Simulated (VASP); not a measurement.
Here is a VASP 6.6.1 calculation.

Contents of INCAR:

```
SYSTEM = MgSeS4
PREC = Accurate
ENCUT = 600
EDIFF = 1E-6
ISMEAR = 0
SIGMA = 0.1
LREAL = .False.
LASPH = .True.
NELM = 60
ALGO = Normal
ISIF = 3
LWAVE = .False.
LCHARG = .False.
GGA = PE
IBRION = 2
NSW = 90
EDIFFG = -0.04
```

KPOINTS

```
Automatic mesh
0
Gamma
  4 4 4
  0 0 0
```

File POSCAR:

```
MgSeS4
1.0
    0.0000000000      4.0047809200      4.0047809200
    4.0047809200      0.0000000000      4.0047809200
    4.0047809200      4.0047809200      0.0000000000
Mg Se S
1 1 4
Direct
    0.7500000000      0.7500000000      0.7500000000
    0.0000000000      0.0000000000      0.0000000000
    0.8776099700      0.3741300100      0.3741300100
    0.3741300100      0.3741300100      0.3741300100
    0.3741300100      0.8776099700      0.3741300100
    0.3741300100      0.3741300100      0.8776099700
```

Potentials or basis: VASP PAW PBE potentials, release 64 (Mg, Se, S).

The run is started by

```console
$ cat potpaw_PBE.64/Mg/POTCAR potpaw_PBE.64/Se/POTCAR potpaw_PBE.64/S/POTCAR > POTCAR
$ mpirun -np 1 vasp_std > vasp.out
```

(1) What does it give for the relaxed volume?

(2) Predict the band gap on the k mesh.

(3) What does it give for the space group after relaxing (to 0.05 Å)?

(4) Predict the relaxed cell.

Answers

(1) 18.42 Å³/atom.

(2) zero (band 16 reaches 6.94 eV, above the bottom of band 17 at 5.79 eV).

(3) F-43m (No. 216).

(4) a = 5.387 Å, b = 5.387 Å, c = 5.387 Å, α = 60.00°, β = 60.00°, γ = 60.00°.
